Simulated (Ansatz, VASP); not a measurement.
## C: VASP beside Ansatz

```xyz
8
Lattice="2.4847 0.0000 0.0000 -1.2424 2.1518 0.0000 0.0000 0.0000 8.2803" Properties=species:S:1:pos:R:3 pbc="T T T"
C     0.0000    0.0000    0.7695
C     0.0000    0.0000    4.9097
C     0.0000    0.0000    3.3706
C     0.0000    0.0000    7.5108
C     0.0000    1.4346    1.2876
C     1.2424    0.7173    5.4277
C     0.0000    1.4346    2.8526
C     1.2424    0.7173    6.9928
```

Change from the starting cell: strain -0.0100 x Voigt [1, 1, 0, 0, 0, 0], atoms carried along.

Alike in both runs: task single point; functional r2SCAN; k mesh 12 × 12 × 4; occupations gaussian, width 0.05 eV; no spin polarisation.

|  | VASP | Ansatz |
| --- | --- | --- |
| version | VASP 6.6.1 | Ansatz 0.2.0 |
| potentials or method | VASP PAW PBE potentials, release 64 (C), cutoff 520 eV | scalar-relativistic, plane waves, PAW |
| valence electrons in the cell | 32 | 32 |

VASP gave:

```
gap on the k mesh at the Fermi level (eV)                     : 4.93
least direct gap on the mesh (eV)                             : 5.52
pressure (GPa)                                                : 10.7
traceless stress, the component that is largest in VASP (GPa) : -8.86
rms of the force components (eV/Å)                            : 0.024
```

Problem. Which values does Ansatz return?

Solution. gap on the k mesh at the Fermi level (eV): 4.95; least direct gap on the mesh (eV): 5.57; pressure (GPa): 9.5; traceless stress, the component that is largest in VASP (GPa): -8.77; rms of the force components (eV/Å): 0.019.

VASP's potentials were made for PBE, not for r2SCAN. Atom by atom the forces differ by 0.006 eV/Å (rms over components). With one functional, cell and mesh, what is left measures potentials, basis and numerics.
